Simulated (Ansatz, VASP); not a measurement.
**Mo: VASP beside Ansatz**

```
Mo
1.0
    -1.55922    1.57100    1.55922
     1.58278   -1.57100    1.58278
     1.55922    1.57100   -1.55922
Mo
1
Cartesian
  0.0000 0.0000 0.0000
```

Change from the starting cell: strain +0.0150 x Voigt [0, 0, 0, 0, 1, 0], atoms carried along.

Alike in both runs: task single point; functional PBEsol; k mesh 22 × 22 × 22; occupations gaussian, width 0.15 eV; no spin polarisation.

|  | VASP | Ansatz |
| --- | --- | --- |
| version | VASP 6.6.1 | Ansatz 0.2.0 |
| potentials or method | VASP PAW PBE potentials, release 64 (Mo_sv), cutoff 520 eV | scalar-relativistic, plane waves, PAW |
| valence electrons in the cell | 14 | 14 |

```tsv
	VASP	Ansatz	Ansatz less VASP
gap on the k mesh at the Fermi level (eV)	none	none	-
pressure (GPa)	-2.6	-3.2	-0.56
traceless stress, the component that is largest in VASP (GPa)	-1.51	-1.49	+0.013
```

VASP's potentials were made for PBE, not for PBEsol. A gap of «none» marks a metal or a gap that the smearing closes.
